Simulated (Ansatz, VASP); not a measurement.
# Te in VASP and in Ansatz

```
Te
1.0
     0.00000    2.42590    2.42590
     2.42590    0.00000    2.42590
     2.42590    2.42590    0.00000
Te
1
Direct
  0.00000 0.00000 0.00000
```

Alike in both runs: task single point; functional LDA; k mesh 19 × 19 × 19; occupations fermi-dirac, width 0.1 eV; no spin polarisation.

|  | VASP | Ansatz |
| --- | --- | --- |
| version | VASP 6.6.1 | Ansatz 0.2.0 |
| potentials or method | VASP PAW LDA potentials, release 64 (Te), cutoff 520 eV | plane waves (420 eV) with PAW, scalar-relativistic |
| valence electrons in the cell | 6 | 16 |

|  | VASP | Ansatz | Ansatz less VASP |
| --- | --- | --- | --- |
| pressure (GPa) | -4.4 | -4.4 | +0.01 |

Ansatz warns that its potentials were made for another functional, while VASP's fit it. LDA's correlation is that of Perdew and Zunger in VASP and of Perdew and Wang (1992) in Ansatz. VASP's potentials hold 6 valence electrons a cell and Ansatz's 16, so a difference there can come from the potentials and not from the codes.

Neither program's run includes spin-orbit coupling.
